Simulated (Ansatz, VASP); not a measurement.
**One calculation of In3Sb, two programs**

```xyz
4
Lattice="0.0000 3.8351 3.8351 3.8351 0.0000 3.8351 3.8351 3.8351 0.0000" Properties=species:S:1:pos:R:3 pbc="T T T"
Sb    0.0000    0.0000    0.0000
In    3.8351    3.8351    3.8351
In    1.9176    1.9176    1.9176
In    5.7527    5.7527    5.7527
```

Alike in both runs: functional PBE; k mesh 9 × 9 × 9; occupations fermi-dirac, width 0.05 eV; no spin polarisation.

Ansatz relaxed the structure, and its values are those at the end. VASP's run is a single point on that final structure, the one shown.

|  | VASP | Ansatz |
| --- | --- | --- |
| version | VASP 6.6.1 | Ansatz 0.2.0 |
| potentials or method | VASP PAW PBE potentials, release 64 (Sb, In_d) | PAW with Ansatz's default frozen-core files, scalar-relativistic |
| plane-wave cutoff (eV) | 520 | 420 |
| valence electrons in the cell | 44 | 54 |

|  | VASP | Ansatz | Ansatz less VASP |
| --- | --- | --- | --- |
| pressure (GPa) | 0.0 | 0.0 | +0.05 |

VASP's potentials hold 44 valence electrons a cell and Ansatz's 54, so a difference there can come from the potentials and not from the codes.

Spin-orbit coupling is off throughout.
